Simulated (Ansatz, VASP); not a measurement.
**One calculation of WS2, two programs**

INCAR

```
SYSTEM = WS2
PREC = Accurate ; ENCUT = 520
EDIFF = 1E-8 ; ISMEAR = -1
SIGMA = 0.08 ; LREAL = .FALSE.
LASPH = .TRUE. ; NELM = 60
ALGO = Normal ; ISIF = 2
LWAVE = .FALSE. ; LCHARG = .FALSE.
LEFG = .TRUE. ; NBANDS = 20
```

Contents of KPOINTS:

```
regular mesh
0
G
  13 13 13
  0 0 0
```

The input POSCAR:

```
WS2
1.0
    1.5790003843      0.9116362969      6.3482299000
   -1.5790003843      0.9116362969      6.3482299000
    0.0000000000     -1.8232725938      6.3482299000
W S
1 2
Direct
    0.0000000000      0.0000000000      0.0000000000
    0.7503000000      0.7503000000      0.7503000000
    0.5810000000      0.5810000000      0.5810000000
```

Input for Ansatz:

```yaml
crystal:
  lattice:
    - [1.5790003843, 0.9116362969, 6.3482299]
    - [-1.5790003843, 0.9116362969, 6.3482299]
    - [0.0, -1.8232725938, 6.3482299]
  atoms:
    - { symbol: W, position: [0.0, 0.0, 0.0] }
    - { symbol: S, position: [0.7503, 0.7503, 0.7503] }
    - { symbol: S, position: [0.581, 0.581, 0.581] }
kpoints:
  mp_grid: { grid: [13, 13, 13] }
scf:
  occupations: { method: fermi_dirac, width: 0.08 }
hamiltonian:
  xc: lda
  pseudopotentials: { kind: paw }
output:
  forces: true
  stress: true
  eigenvalues: true
  efg: { contact_densities: true }
```

Change from the starting cell: zz strain of +3 %, PAW files.

Alike in both runs: task electric field gradients; functional LDA; k mesh 13 × 13 × 13; occupations fermi-dirac, width 0.08 eV; no spin polarisation.

|  | VASP | Ansatz |
| --- | --- | --- |
| version | VASP 6.6.1 | Ansatz 0.2.0 |
| potentials or method | VASP PAW LDA potentials, release 64 (W_sv, S) | PAW with Ansatz's default frozen-core files, scalar-relativistic |
| plane-wave cutoff (eV) | 520 | 420 |
| valence electrons in the cell | 26 | 26 |

Ansatz gave:

| Item | Value |
| --- | --- |
| pressure (GPa) | -8.4 |
| traceless stress, the component that is largest in VASP (GPa) | -3.45 |
| rms of the force components (eV/Å) | 0.575 |
| size of Vzz on the site where it differs most (V/Å²) | 148.5 |

Q: Which values does VASP return?

A: Pressure (GPa): -8.0; traceless stress, the component that is largest in VASP (GPa): -3.45; rms of the force components (eV/Å): 0.557; size of Vzz on the site where it differs most (V/Å²): 136.7.

LDA's correlation is that of Perdew and Zunger in VASP and of Perdew and Wang (1992) in Ansatz. Atom by atom the forces differ by 0.021 eV/Å (rms over components).

Neither program's run includes spin-orbit coupling.
